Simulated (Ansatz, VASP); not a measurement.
# Two plane-wave programs on Sc4Mo

File INCAR:

```
SYSTEM = Sc4Mo
  ALGO = Fast
  EDIFF = 1E-6
  ENCUT = 520
  GGA = PE
  ISIF = 2
  ISMEAR = 0
  LASPH = .True.
  LCHARG = .True.
  LELF = .True.
  LREAL = .False.
  LVHAR = .True.
  LWAVE = .False.
  NBANDS = 69
  NELM = 80
  PREC = Accurate
  SIGMA = 0.2
```

KPOINTS

```
k-points
0
Gamma
  4 4 2
  0 0 0
```

Contents of POSCAR:

```
Sc4Mo
1.0
    0.0000000000      5.0451292861      0.0000000000
    0.0000000000      0.0000000000      5.0451292861
   10.0902585723      0.0000000000      0.0000000000
Sc Mo
8 2
Direct
    0.0000000000      0.0000000000      0.2500000000
    0.0000000000      0.0000000000      0.7500000000
    0.5000000000      0.0000000000      0.0000000000
    0.5000000000      0.0000000000      0.5000000000
    0.0000000000      0.5000000000      0.0000000000
    0.0000000000      0.5000000000      0.5000000000
    0.5000000000      0.5000000000      0.2500000000
    0.5000000000      0.5000000000      0.7500000000
    0.0000000000      0.0000000000      0.0000000000
    0.0000000000      0.0000000000      0.5000000000
```

Input for Ansatz:

```yaml
crystal:
  lattice:
    - [0.0, 5.0451292861, 0.0]
    - [0.0, 0.0, 5.0451292861]
    - [10.0902585723, 0.0, 0.0]
  atoms:
    - { symbol: Sc, position: [0.0, 0.0, 0.25] }
    - { symbol: Sc, position: [0.0, 0.0, 0.75] }
    - { symbol: Sc, position: [0.5, 0.0, 0.0] }
    - { symbol: Sc, position: [0.5, 0.0, 0.5] }
    - { symbol: Sc, position: [0.0, 0.5, 0.0] }
    - { symbol: Sc, position: [0.0, 0.5, 0.5] }
    - { symbol: Sc, position: [0.5, 0.5, 0.25] }
    - { symbol: Sc, position: [0.5, 0.5, 0.75] }
    - { symbol: Mo, position: [0.0, 0.0, 0.0] }
    - { symbol: Mo, position: [0.0, 0.0, 0.5] }
basis:
  ecutwfc: 420
kpoints:
  mp_grid: { grid: [4, 4, 2] }
hamiltonian:
  xc: pbe
scf:
  occupations: { method: gaussian, width: 0.2 }
  lower_state_search: "off"
output:
  forces: true
  stress: true
  eigenvalues: true
```

Alike in both runs: task single point; functional PBE; k mesh 4 × 4 × 2; occupations gaussian, width 0.2 eV; no spin polarisation.

|  | VASP | Ansatz |
| --- | --- | --- |
| version | VASP 6.6.1 | Ansatz 0.2.0 |
| potentials or method | VASP PAW PBE potentials, release 64 (Sc_sv, Mo_sv), cutoff 520 eV | scalar-relativistic, plane waves, PAW |
| valence electrons in the cell | 116 | 116 |

|  | VASP | Ansatz | Ansatz less VASP |
| --- | --- | --- | --- |
| gap on the k mesh at the Fermi level (eV) | none | none | - |
| pressure (GPa) | -0.4 | -0.6 | -0.19 |

A gap of «none» marks a metal or a gap that the smearing closes. The functional is the same, so the differences come from potentials, cutoffs and numerics.
